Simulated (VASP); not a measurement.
CaMg3, 4 atoms in the cell. It takes space group I4/mmm (No. 139, tetragonal). The conventional cell has a = 5.234 Å, b = 5.234 Å, c = 7.375 Å, α = 90.00°, β = 90.00°, γ = 90.00°. Within 4.2 Å of Ca (site symmetry 4/mmm) lie 14 Mg at 3.20 to 3.70 Å. Mg (site symmetry 4/mmm) has 8 Mg at 3.20 Å and 6 Ca at 3.69 to 3.70 Å within 4.2 Å. Mg (site symmetry -4m2) has 4 Ca at 3.20 Å and 10 Mg at 3.20 to 3.70 Å within 4.2 Å. 

- Program: VASP 6.6.1
- Task: single point
- Functional: LDA
- Potentials or basis: VASP PAW LDA potentials, release 64 (Ca_sv, Mg)
- Cutoff: 520 eV
- k mesh: 6 × 6 × 6
- Occupations: methfessel-paxton, width 0.05 eV
- Spin: no spin polarisation
- Dipole correction: no
- Further INCAR settings: ALGO = Normal; EDIFF = 1e-07; NBANDS = 16

Potentials or basis: VASP PAW LDA potentials, release 64 (Ca_sv, Mg).

Run with:

```console
$ cat potpaw_LDA.64/Ca_sv/POTCAR potpaw_LDA.64/Mg/POTCAR > POTCAR
$ mpirun -np 1 vasp_std > vasp.out
```

Hardware: 1 thread of Intel(R) Xeon(R) Platinum 8488C (Sapphire Rapids), on a shared host.

**Question.** How long does it take, and how much memory?

**Answer.** Wall time 49 s on 1 thread of Intel(R) Xeon(R) Platinum 8488C (Sapphire Rapids), on a shared host, peak memory 0.22 GiB. Counts: scf iterations 12, k points 30.
